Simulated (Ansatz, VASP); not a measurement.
# One calculation of PbF2, two programs

The input INCAR:

```
PREC = Accurate
ENCUT = 520
EDIFF = 1E-7
ISMEAR = 0
SIGMA = 0.05
LREAL = F
LASPH = T
NELM = 60
ALGO = Normal
ISIF = 2
LWAVE = F
LCHARG = T
GGA = PE
IVDW = 12
LELF = T
LVHAR = T
NBANDS = 21
```

KPOINTS

```
regular mesh
0
Gamma
  8 8 8
```

POSCAR

```
PbF2
1.0
    0.0000000000      2.8807545000      2.8807545000
    2.8807545000      0.0000000000      2.8807545000
    2.8807545000      2.8807545000      0.0000000000
Pb F
1 2
Direct
    0.0000000000      0.0000000000      0.0000000000
    0.2500000000      0.2500000000      0.2500000000
    0.7500000000      0.7500000000      0.7500000000
```

Input for Ansatz:

```yaml
crystal:
  lattice:
    - [0.0, 2.8807545, 2.8807545]
    - [2.8807545, 0.0, 2.8807545]
    - [2.8807545, 2.8807545, 0.0]
  atoms:
    - { symbol: Pb, position: [0.0, 0.0, 0.0] }
    - { symbol: F, position: [0.25, 0.25, 0.25] }
    - { symbol: F, position: [0.75, 0.75, 0.75] }
basis:
  ecutwfc: 420
kpoints:
  mp_grid: { grid: [8, 8, 8] }
hamiltonian:
  xc: pbe
  dispersion: d3bj
scf:
  occupations: { method: gaussian, width: 0.05 }
output:
  forces: true
  stress: true
  eigenvalues: true
```

Change from the starting cell: strain -0.030 along x and y, -0.030 along z, atoms carried along.

Alike in both runs: task single point; functional PBE; dispersion D3(BJ); k mesh 8 × 8 × 8; occupations gaussian, width 0.05 eV; no spin polarisation.

|  | VASP | Ansatz |
| --- | --- | --- |
| version | VASP 6.6.1 | Ansatz 0.2.0 |
| potentials or method | VASP PAW PBE potentials, release 64 (Pb_d, F), cutoff 520 eV | scalar-relativistic, plane waves, PAW |
| valence electrons in the cell | 28 | 28 |

```csv
,VASP,Ansatz,Ansatz less VASP
gap on the k mesh at the Fermi level (eV),4.38,4.38,+0.003
least direct gap on the mesh (eV),4.54,4.54,+0.002
pressure (GPa),9.0,9.2,+0.22
```

Spin-orbit coupling is off throughout.
